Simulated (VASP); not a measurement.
# LaB6 (Pm-3m) in VASP: notebook

Aim: see how the results for LaB6 move with the level of theory and the settings. Levels: PBE, r2SCAN, r2SCAN+D4. Tasks: single point.

Everything below comes from runs of VASP 6.6.1. Logs are shortened: lines on timing, memory, paths and dates and some standing lists are left out, and cuts for length are marked.

## (1) The cell of the first run

It takes space group Pm-3m (No. 221, cubic). The conventional cell has a = 4.156 Å, b = 4.156 Å, c = 4.156 Å, α = 90.00°, β = 90.00°, γ = 90.00°. La (site symmetry m-3m) has 24 B at 3.05 Å within 4.0 Å. B (site symmetry 4mm) has 5 B at 1.66 to 1.76 Å within 2.2 Å.

## (2) Single point, PBE

Contents of INCAR:

```
SYSTEM = LaB6
  PREC = Accurate
  ENCUT = 520
  EDIFF = 1E-6
  ISMEAR = 0
  SIGMA = 0.05
  LREAL = .False.
  LASPH = .True.
  NELM = 80
  ALGO = Normal
  ISIF = 2
  LWAVE = .False.
  LCHARG = .True.
  GGA = PE
  LELF = .True.
  LVHAR = .True.
  NBANDS = 24
```

Contents of KPOINTS:

```
Automatic mesh
0
Gamma
  6 6 6
  0 0 0
```

Contents of POSCAR:

```
LaB6
1.0
    4.1563356264      0.0000000000      0.0000000000
    0.0000000000      4.1563356264      0.0000000000
    0.0000000000      0.0000000000      4.1563356264
La B
1 6
Direct
    0.0000000000      0.0000000000      0.0000000000
    0.1997811361      0.5000000000      0.5000000000
    0.8002188639      0.5000000000      0.5000000000
    0.5000000000      0.5000000000      0.1997811361
    0.5000000000      0.5000000000      0.8002188639
    0.5000000000      0.1997811361      0.5000000000
    0.5000000000      0.8002188639      0.5000000000
```

Potentials or basis: VASP PAW PBE potentials, release 64 (La, B).

On the command line:

```sh
$ cat potpaw_PBE.64/La/POTCAR potpaw_PBE.64/B/POTCAR > POTCAR
$ mpirun -np 1 vasp_std > vasp.out
```

OUTCAR:

```text
SYSTEM = LaB6
   PREC = Accurate
   ENCUT = 520
   EDIFF = 1E-6
   ISMEAR = 0
   LREAL = .False.
   LASPH = .True.
   NELM = 80
   ISIF = 2
   GGA = PE

 ion  position               nearest neighbor table
   1  0.000  0.000  0.000-
   2  0.200  0.500  0.500-   3 1.66   4 1.76   5 1.76   6 1.76   7 1.76
   3  0.800  0.500  0.500-   2 1.66   4 1.76   5 1.76   6 1.76   7 1.76
   4  0.500  0.500  0.200-   5 1.66   3 1.76   2 1.76   6 1.76   7 1.76
   5  0.500  0.500  0.800-   4 1.66   3 1.76   2 1.76   6 1.76   7 1.76
   6  0.500  0.200  0.500-   7 1.66   3 1.76   4 1.76   5 1.76   2 1.76
   7  0.500  0.800  0.500-   6 1.66   3 1.76   4 1.76   5 1.76   2 1.76

  LATTYP: Found a simple cubic cell.
 ALAT       =     4.1563356264

  Lattice vectors:

 A1 = (   4.1563356264,   0.0000000000,   0.0000000000)
 A2 = (   0.0000000000,   4.1563356264,   0.0000000000)
 A3 = (   0.0000000000,   0.0000000000,   4.1563356264)

Analysis of symmetry for initial positions (statically):
=====================================================================
 Subroutine PRICEL returns:
 Original cell was already a primitive cell.

 Routine SETGRP: Setting up the symmetry group for a
 simple cubic supercell.

 Subroutine GETGRP returns: Found 48 space group operations
 (whereof 48 operations were pure point group operations)
 out of a pool of 48 trial point group operations.

The static configuration has the point symmetry O_h .

Analysis of symmetry for dynamics (positions and initial velocities):
=====================================================================
 Subroutine PRICEL returns:
 Original cell was already a primitive cell.

 Routine SETGRP: Setting up the symmetry group for a
 simple cubic supercell.

 Subroutine GETGRP returns: Found 48 space group operations
 (whereof 48 operations were pure point group operations)
 out of a pool of 48 trial point group operations.

The dynamic configuration has the point symmetry O_h .

 Subroutine INISYM returns: Found 48 space group operations
 (whereof 48 operations are pure point group operations),
 and found     1 'primitive' translations

----------------------------------------------------------------------------------------

                                     Primitive cell

  volume of cell :      71.8012

  direct lattice vectors                    reciprocal lattice vectors
     4.156335626  0.000000000  0.000000000     0.240596547  0.000000000  0.000000000
     0.000000000  4.156335626  0.000000000     0.000000000  0.240596547  0.000000000
     0.000000000  0.000000000  4.156335626     0.000000000  0.000000000  0.240596547

  length of vectors
     4.156335626  4.156335626  4.156335626     0.240596547  0.240596547  0.240596547

  position of ions in fractional coordinates (direct lattice)
     0.000000000  0.000000000  0.000000000
     0.199781136  0.500000000  0.500000000
     0.800218864  0.500000000  0.500000000
     0.500000000  0.500000000  0.199781136
     0.500000000  0.500000000  0.800218864
     0.500000000  0.199781136  0.500000000
     0.500000000  0.800218864  0.500000000

  ion indices of the primitive-cell ions
   primitive index   ion index
                 1           1
                 2           2
                 3           3
                 4           4
                 5           5
                 6           6
                 7           7

----------------------------------------------------------------------------------------

 KPOINTS: Automatic mesh

Automatic generation of k-mesh.
 Grid dimensions read from file:
 generate k-points for:    6    6    6

 Generating k-lattice:

  Cartesian coordinates                     Fractional coordinates (reciprocal lattice)
     0.040099425  0.000000000  0.000000000     0.166666667  0.000000000  0.000000000
     0.000000000  0.040099425  0.000000000     0.000000000  0.166666667  0.000000000
     0.000000000  0.000000000  0.040099425     0.000000000  0.000000000  0.166666667

  Length of vectors
     0.040099425  0.040099425  0.040099425

  Shift w.r.t. Gamma in fractional coordinates (k-lattice)
     0.000000000  0.000000000  0.000000000

 Subroutine IBZKPT returns following result:
 ===========================================

 Found     20 irreducible k-points:

 Following reciprocal coordinates:
            Coordinates               Weight
  0.000000  0.000000  0.000000      1.000000
  0.166667  0.000000  0.000000      6.000000
  0.333333  0.000000  0.000000      6.000000
  0.500000  0.000000  0.000000      3.000000
  0.166667  0.166667  0.000000     12.000000
  0.333333  0.166667  0.000000     24.000000
[... 12 lines left out ...]
  0.500000  0.500000  0.333333      6.000000
  0.500000  0.500000  0.500000      1.000000
   k-points           NKPTS =     20   k-points in BZ     NKDIM =     20   number of bands    NBANDS=     24
   number of dos      NEDOS =    301   number of ions     NIONS =      7
   total plane-waves  NPLWV =  32768
   dimension x,y,z NGX =    32 NGY =   32 NGZ =   32
   dimension x,y,z NGXF=    64 NGYF=   64 NGZF=   64
   ions per type =               1   6
   NGX,Y,Z   is equivalent  to a cutoff of  12.80, 12.80, 12.80 a.u.
   NGXF,Y,Z  is equivalent  to a cutoff of  25.60, 25.60, 25.60 a.u.
 SYSTEM =  LaB6
   PREC   = accura    normal or accurate (medium, high low for compatibility)
   ISTART =      0    job   : 0-new  1-cont  2-samecut
   ICHARG =      2    charge: 1-file 2-atom 10-const
   ISPIN  =      1    spin polarized calculation?
   LNONCOLLINEAR =      F non collinear calculations
   LSORBIT =      F    spin-orbit coupling
   LASPH  =      T    aspherical Exc in radial PAW
   ENCUT  =  520.0 eV  38.22 Ry    6.18 a.u.   7.73  7.73  7.73*2*pi/ulx,y,z
   NELM   =     80;   NELMIN=  2; NELMDL= -5     # of ELM steps
   EDIFF  = 0.1E-05   stopping-criterion for ELM
   LREAL  =      F    real-space projection
   EDIFFG = 0.1E-04   stopping-criterion for IOM
   NSW    =      0    number of steps for IOM
   IBRION =     -1    ionic relax: 0-MD 1-quasi-New 2-CG
   NFREE  =      0    steps in history (QN), initial steepest desc. (CG)
   ISIF   =      2    stress and relaxation
   ISYM   =      2    0-nonsym 1-usesym 2-fastsym
   POTIM  = 0.5000    time-step for ionic-motion
   TEBEG  =    0.0;   TEEND  =   0.0 temperature during run
   PSTRESS=    0.0 pullay stress
   NELECT =      29.0000    total number of electrons
   NUPDOWN=      -1.0000    fix difference up-down
   EMIN   =  10.00;   EMAX   =-10.00  energy-range for DOS
   EFERMI =   0.00;   METHOD = LEGACY
   ISMEAR =     0;   SIGMA  =   0.05  broadening in eV -4-tet -1-fermi 0-gaus
   EFERMI_NEDOS =   21; number of points for ismear=-14 and -15
   IALGO  =     38    algorithm
   IMIX   =      4    mixing-type and parameters
     AMIX     =   0.40;   BMIX     =  1.00
     AMIX_MAG =   1.60;   BMIX_MAG =  1.00
  volume/ion in A,a.u.               =      10.26        69.22
  Fermi-wavevector in a.u.,A,eV,Ry     =   1.210125  2.286805 19.924405  1.464402
  Thomas-Fermi vector in A             =   2.345681
   LORBIT       =      0    0 simple, 1 ext, 2 COOP (PROOUT), +10 PAW based schemes
   GGA     = PE    functional components
   LHFCALC =     F    Hartree Fock is set to
   AEXX    =    0.0000 exact exchange contribution
   IVDW    =     0    specifies the selected vdW correction
   LEPSILON=     F    determine dielectric tensor
   LRPA    =     F    only Hartree local field effects (RPA)
 non-spin polarized calculation
 Gauss-broadening in eV      SIGMA  =   0.05
  energy-cutoff  :      520.00
  volume of cell :       71.80
 maximum number of plane-waves:      1956
 NGX is ok and might be reduce to    32
   NGX = 15   NGY = 15   NGZ = 15

 number of electron      29.0000003 magnetization

 Free energy of the ion-electron system (eV)
  ---------------------------------------------------
  ext. energy  EPLUGINS =         0.00000000
  ---------------------------------------------------
  free energy    TOTEN  =       -49.04114773 eV

  energy without entropy =      -49.03929770  energy(sigma->0) =      -49.04022272

 E-fermi :   8.5869     XC(G=0): -11.2532

 val. band max:        8.5688271348   @ k =   0.5000   0.3333   0.0000
 cond. band min:       8.6427474309   @ k =   0.1667   0.1667   0.0000
 fundamental gap:      0.0739202960
 Fermi energy:         8.5868616023

 k-point     1 :       0.0000    0.0000    0.0000
  band No.  band energies     occupation
      1     -24.5077      2.00000
      2      -8.2360      2.00000
      3      -8.2360      2.00000
      4      -8.2360      2.00000
      5      -6.9594      2.00000
      6       0.6647      2.00000
[... 16 lines left out ...]
     23      10.5684      0.00000
     24      11.7030      0.00000

 k-point     2 :       0.1667    0.0000    0.0000
  band No.  band energies     occupation
      1     -24.5017      2.00000
      2      -8.4897      2.00000
      3      -8.2161      2.00000
      4      -8.2161      2.00000
      5      -6.6867      2.00000
      6      -0.4950      2.00000
[... 16 lines left out ...]
     23      10.7975      0.00000
     24      11.5512      0.00000

 k-point     3 :       0.3333    0.0000    0.0000
  band No.  band energies     occupation
      1     -24.4895      2.00000
      2      -8.8585      2.00000
      3      -8.1755      2.00000
      4      -8.1755      2.00000
      5      -6.2415      2.00000
      6      -1.6049      2.00000
[... 16 lines left out ...]
     23      10.8109      0.00000
     24      10.8109      0.00000
[... 406 lines left out ...]
 k-point    19 :       0.5000    0.5000    0.3333
  band No.  band energies     occupation
      1     -24.4434      2.00000
      2      -8.5519      2.00000
      3      -8.5519      2.00000
      4      -8.4132      2.00000
      5      -6.1963      2.00000
      6      -1.2983      2.00000
[... 16 lines left out ...]
     23      12.6111      0.00000
     24      12.6500      0.00000

 k-point    20 :       0.5000    0.5000    0.5000
  band No.  band energies     occupation
      1     -24.4377      2.00000
      2      -8.5141      2.00000
      3      -8.5141      2.00000
      4      -8.5141      2.00000
      5      -6.1072      2.00000
      6      -1.4532      2.00000
[... 16 lines left out ...]
     23      13.0077      0.00000
     24      13.0416      0.00000

------------------------ aborting loop because EDIFF is reached ----------------------------------------

  FORCE on cell =-STRESS in cart. coord.  units (eV):
  Direction    XX          YY          ZZ          XY          YZ          ZX
  --------------------------------------------------------------------------------------
  -------------------------------------------------------------------------------------
  Total       -0.1162420     -0.1162420     -0.1162420     -0.0000000     -0.0000000     -0.0000000
  in kB       -2.5938310     -2.5938310     -2.5938310     -0.0000000     -0.0000000     -0.0000000
  external PRESSURE =      -2.5938310 kB  Pullay stress =       0.0000000 kB

 VOLUME and BASIS-vectors are now :
 -----------------------------------------------------------------------------
  energy-cutoff  :      520.00
  volume of cell :       71.80
      direct lattice vectors                 reciprocal lattice vectors
     4.156335626  0.000000000  0.000000000     0.240596547  0.000000000  0.000000000
     0.000000000  4.156335626  0.000000000     0.000000000  0.240596547  0.000000000
     0.000000000  0.000000000  4.156335626     0.000000000  0.000000000  0.240596547

 POSITION                                       TOTAL-FORCE (eV/Angst)
 -----------------------------------------------------------------------------------
      0.00000      0.00000      0.00000         0.000000      0.000000      0.000000
      0.83036      2.07817      2.07817        -0.029819      0.000000      0.000000
      3.32598      2.07817      2.07817         0.029819     -0.000000      0.000000
      2.07817      2.07817      0.83036         0.000000      0.000000     -0.029819
      2.07817      2.07817      3.32598        -0.000000     -0.000000      0.029819
      2.07817      0.83036      2.07817         0.000000     -0.029819      0.000000
      2.07817      3.32598      2.07817        -0.000000      0.029819      0.000000
 -----------------------------------------------------------------------------------
    total drift:                                0.000000     -0.000000     -0.000000

  FREE ENERGIE OF THE ION-ELECTRON SYSTEM (eV)
  ---------------------------------------------------
  free  energy   TOTEN  =       -49.0411477321 eV

  energy  without entropy=      -49.0392977023  energy(sigma->0) =      -49.04022272
```

Wall time 46 s (1 thread of Intel Xeon 6975P-C, shared host); peak memory 0.19 GiB.

What came out:

```yaml
Free_energy: -49.0411 eV
Pressure: -0.3 GPa
Largest_force: 0.030 eV/Å
```

Forces in eV/Å, atoms in the order of the input:
```
La   0.000  0.000  0.000
B   -0.030  0.000  0.000
B    0.030  0.000  0.000
B    0.000  0.000 -0.030
B    0.000  0.000  0.030
B    0.000 -0.030  0.000
B    0.000  0.030  0.000
```

Levels at points of the mesh, in eV from the Fermi level:
```
           k point  band 12  band 13  band 14  band 15  band 16  band 17
(0.00, 0.00, 0.00)    -1.88    -1.88    -1.88     0.19     0.19     0.19
(0.50, 0.00, 0.00)    -3.48    -3.21    -2.49    -1.50     1.44     1.55
(0.50, 0.50, 0.00)    -4.46    -2.90    -2.90     1.00     1.00     1.92
(0.50, 0.50, 0.50)    -2.41    -2.41    -2.41     1.45     1.73     1.73
```

Caveat: spin-orbit coupling is left out, which moves the levels of the heavy elements.

## (3) Single point, r2SCAN (volume scaled by 0.960)

Contents of POSCAR:

```
LaB6
1.0
    4.0962244949      0.0000000000      0.0000000000
    0.0000000000      4.0962244949      0.0000000000
    0.0000000000      0.0000000000      4.0962244949
La B
1 6
Direct
    0.0000000000      0.0000000000      0.0000000000
    0.1995284490      0.5000000000      0.5000000000
    0.8004715510      0.5000000000      0.5000000000
    0.5000000000      0.5000000000      0.1995284490
    0.5000000000      0.5000000000      0.8004715510
    0.5000000000      0.1995284490      0.5000000000
    0.5000000000      0.8004715510      0.5000000000
```

Contents of INCAR.step1:

```
SYSTEM = LaB6
ALGO = Normal
EDIFF = 1E-4
ENCUT = 520
GGA = PE
ISMEAR = 0
LASPH = .True.
LCHARG = .False.
LREAL = .False.
LWAVE = .True.
NBANDS = 24
NELM = 100
PREC = Accurate
SIGMA = 0.05
```

Contents of INCAR.step2:

```
SYSTEM = LaB6
ALGO = Normal
EDIFF = 1E-7
ENCUT = 520
ISIF = 2
ISMEAR = 0
ISTART = 1
LASPH = .True.
LCHARG = .False.
LMIXTAU = .True.
LREAL = .False.
LWAVE = .False.
METAGGA = R2SCAN
NBANDS = 24
NELM = 100
PREC = Accurate
SIGMA = 0.05
```

Contents of KPOINTS:

```
k-points
0
Gamma
  8 8 8
  0 0 0
```

Potentials or basis: VASP PAW PBE potentials, release 64 (La, B).

On the command line:

```sh
$ cat potpaw_PBE.64/La/POTCAR potpaw_PBE.64/B/POTCAR > POTCAR
$ cp INCAR.step1 INCAR
$ mpirun -np 1 vasp_std > vasp.out
$ cp INCAR.step2 INCAR
$ mpirun -np 1 vasp_std > vasp.out
```

OUTCAR:

```text
SYSTEM = LaB6
   EDIFF = 1E-7
   ENCUT = 520
   ISIF = 2
   ISMEAR = 0
   ISTART = 1
   LASPH = .True.
   LREAL = .False.
   METAGGA = R2SCAN
   NELM = 100
   PREC = Accurate

 ion  position               nearest neighbor table
   1  0.000  0.000  0.000-
   2  0.200  0.500  0.500-   3 1.63   4 1.74   5 1.74   6 1.74   7 1.74
   3  0.800  0.500  0.500-   2 1.63   4 1.74   5 1.74   6 1.74   7 1.74
   4  0.500  0.500  0.200-   5 1.63   3 1.74   2 1.74   6 1.74   7 1.74
   5  0.500  0.500  0.800-   4 1.63   3 1.74   2 1.74   6 1.74   7 1.74
   6  0.500  0.200  0.500-   7 1.63   3 1.74   4 1.74   5 1.74   2 1.74
[... 858 lines left out ...]
  Total        3.3877664      3.3877664      3.3877664      0.0000000      0.0000000     -0.0000000
  in kB       78.9719375     78.9719375     78.9719375      0.0000000      0.0000000     -0.0000000
  external PRESSURE =      78.9719375 kB  Pullay stress =       0.0000000 kB

 VOLUME and BASIS-vectors are now :
 -----------------------------------------------------------------------------
  energy-cutoff  :      520.00
  volume of cell :       68.73
      direct lattice vectors                 reciprocal lattice vectors
     4.096224495  0.000000000  0.000000000     0.244127245  0.000000000  0.000000000
     0.000000000  4.096224495  0.000000000     0.000000000  0.244127245  0.000000000
     0.000000000  0.000000000  4.096224495     0.000000000  0.000000000  0.244127245

 POSITION                                       TOTAL-FORCE (eV/Angst)
 -----------------------------------------------------------------------------------
      0.00000      0.00000      0.00000        -0.000000      0.000000      0.000000
      0.81731      2.04811      2.04811        -0.028965      0.000000      0.000000
      3.27891      2.04811      2.04811         0.028965      0.000000      0.000000
      2.04811      2.04811      0.81731        -0.000000      0.000000     -0.028965
      2.04811      2.04811      3.27891        -0.000000      0.000000      0.028965
      2.04811      0.81731      2.04811        -0.000000     -0.028965      0.000000
      2.04811      3.27891      2.04811        -0.000000      0.028965      0.000000
 -----------------------------------------------------------------------------------
    total drift:                                0.000000      0.000000      0.000000

  FREE ENERGIE OF THE ION-ELECTRON SYSTEM (eV)
  ---------------------------------------------------
  free  energy   TOTEN  =       -78.1517990860 eV

  energy  without entropy=      -78.1507525870  energy(sigma->0) =      -78.15127584
```

OSZICAR.step1:

```text
N       E                     dE             d eps       ncg     rms          rms(c)
DAV:   1     0.202433629287E+03    0.20243E+03   -0.11007E+04  1792   0.154E+03
DAV:   2    -0.259076528594E+02   -0.22834E+03   -0.19425E+03  1928   0.274E+02
DAV:   3    -0.525844282839E+02   -0.26677E+02   -0.25274E+02  2392   0.112E+02
DAV:   4    -0.537251951816E+02   -0.11408E+01   -0.11360E+01  3048   0.202E+01
DAV:   5    -0.537577147584E+02   -0.32520E-01   -0.32506E-01  2424   0.276E+00    0.952E+00
DAV:   6    -0.493296573777E+02    0.44281E+01   -0.95731E+00  2696   0.164E+01    0.487E+00
DAV:   7    -0.490166346652E+02    0.31302E+00   -0.44502E+00  2568   0.996E+00    0.206E+00
DAV:   8    -0.491891730430E+02   -0.17254E+00   -0.20016E+00  2880   0.141E+01    0.161E+00
DAV:   9    -0.490138748928E+02    0.17530E+00   -0.32796E-01  2904   0.449E+00    0.801E-01
DAV:  10    -0.489812919659E+02    0.32583E-01   -0.27178E-01  3016   0.406E+00    0.199E-01
DAV:  11    -0.489828964729E+02   -0.16045E-02   -0.19405E-02  2464   0.857E-01    0.184E-01
DAV:  12    -0.489819808064E+02    0.91567E-03   -0.11436E-03  2920   0.291E-01    0.111E-01
DAV:  13    -0.489812150223E+02    0.76578E-03   -0.39869E-03  2936   0.539E-01    0.120E-02
DAV:  14    -0.489812248510E+02   -0.98288E-05   -0.21953E-04  2304   0.121E-01
   1 F= -.48981225E+02 E0= -.48980722E+02  d E =-.100564E-02
```

Wall time 4.2 min (1 thread of Intel Xeon 6975P-C, shared host); peak memory 0.22 GiB.

What came out:

| Item | Value |
| --- | --- |
| Free energy | -78.1518 eV |
| Pressure | 7.9 GPa |
| Largest force | 0.029 eV/Å |

Forces in eV/Å, atoms in the order of the input:
```
La   0.000  0.000  0.000
B   -0.029  0.000  0.000
B    0.029  0.000  0.000
B    0.000  0.000 -0.029
B    0.000  0.000  0.029
B    0.000 -0.029  0.000
B    0.000  0.029  0.000
```

Levels at points of the mesh, in eV from the Fermi level:
| k point | band 10 | band 11 | band 12 | band 13 | band 14 | band 15 | band 16 | band 17 | band 18 | band 19 |
| --- | --- | --- | --- | --- | --- | --- | --- | --- | --- | --- |
| (0.00, 0.00, 0.00) | -7.58 | -7.58 | -1.99 | -1.99 | -1.99 | 0.28 | 0.28 | 0.28 | 1.76 | 1.76 |
| (0.50, 0.00, 0.00) | -7.06 | -3.75 | -3.75 | -3.43 | -2.62 | -1.58 | 1.78 | 1.78 | 1.85 | 2.38 |
| (0.50, 0.50, 0.00) | -6.63 | -4.84 | -4.84 | -3.10 | -3.10 | 1.29 | 1.29 | 2.41 | 2.44 | 2.44 |
| (0.50, 0.50, 0.50) | -5.07 | -5.07 | -2.54 | -2.54 | -2.54 | 1.81 | 2.18 | 2.18 | 2.18 | 2.21 |

Caveat: the PAW data sets were made with another functional, which shifts forces and pressure a little; spin-orbit coupling is left out, which moves the levels of the heavy elements.

(Continued in part 2 of 2.)
